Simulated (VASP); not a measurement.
**BaScO2F: single point with LDA**

Crystal: BaScO2F.

```
Ba Sc O F
1.0
     4.20695    0.00000    0.00000
     0.00000    4.20695    0.00000
     0.00000    0.00000    4.16930
Ba Sc O F
1 1 2 1
Direct
  0.50000 0.50000 0.50000
  0.00000 0.00000 0.00000
  0.50000 0.00000 0.00000
  0.00000 0.50000 0.00000
  0.00000 0.00000 0.50000
```

This cell differs from its parent crystal: strain -0.0100 x Voigt [0, 0, 1, 0, 0, 0].

- Program: VASP 6.6.1
- Task: single point
- Functional: LDA
- Potentials or basis: VASP PAW LDA potentials, release 64 (Ba_sv, Sc_sv, O_h, F_h)
- Cutoff: 910 eV
- k mesh: 6 × 6 × 6
- Occupations: gaussian, width 0.05 eV
- Spin: no spin polarisation
- Dipole correction: no
- Further INCAR settings: ALGO = Normal; EDIFF = 1e-06; NBANDS = 28

| Quantity | Value |
| --- | --- |
| Pressure | -7.8 GPa |
| Band gap on the k mesh | 2.92 eV (least direct gap 3.28 eV) |

Stress tensor (GPa, compression positive):
```
-8.29  0.00  0.00
 0.00 -8.29  0.00
 0.00  0.00 -6.77
```

Levels at points of the mesh, in eV from the valence-band top:
```csv
k point,band 17,band 18,band 19,band 20,band 21,band 22,band 23,band 24
"(0.00, 0.00, 0.00)",-1.11,-1.10,-0.36,-0.36,2.92,2.92,3.12,3.22
"(0.50, 0.00, 0.00)",-1.74,-1.71,-1.51,-1.14,3.27,4.67,4.70,4.96
"(0.50, 0.50, 0.00)",-2.88,-2.40,-2.40,-0.10,4.30,4.71,4.71,5.37
"(0.00, 0.00, 0.50)",-2.27,-1.98,-0.52,-0.52,3.57,4.09,4.09,5.26
"(0.50, 0.00, 0.50)",-1.81,-1.22,-1.16,-0.93,3.81,4.97,5.05,5.70
"(0.50, 0.50, 0.50)",-2.28,-1.28,-1.28,0.00,4.20,5.18,5.18,5.36
```

Wall time 2.9 min on 1 thread of Intel(R) Xeon(R) Platinum 8175M CPU @ 2.50GHz (Skylake/Cascade Lake), on a shared host, peak memory 0.36 GiB.

Caveat: the cell differs from its parent crystal (strain -0.0100 x Voigt [0, 0, 1, 0, 0, 0]); the cutoff is under 1.25 times the usual one of these potentials, so pressure, stress and relaxed cells hold a basis-set (Pulay) error; the cell stands under tension; spin-orbit coupling is left out, which moves the levels of the heavy elements. A k mesh can miss the band edges.
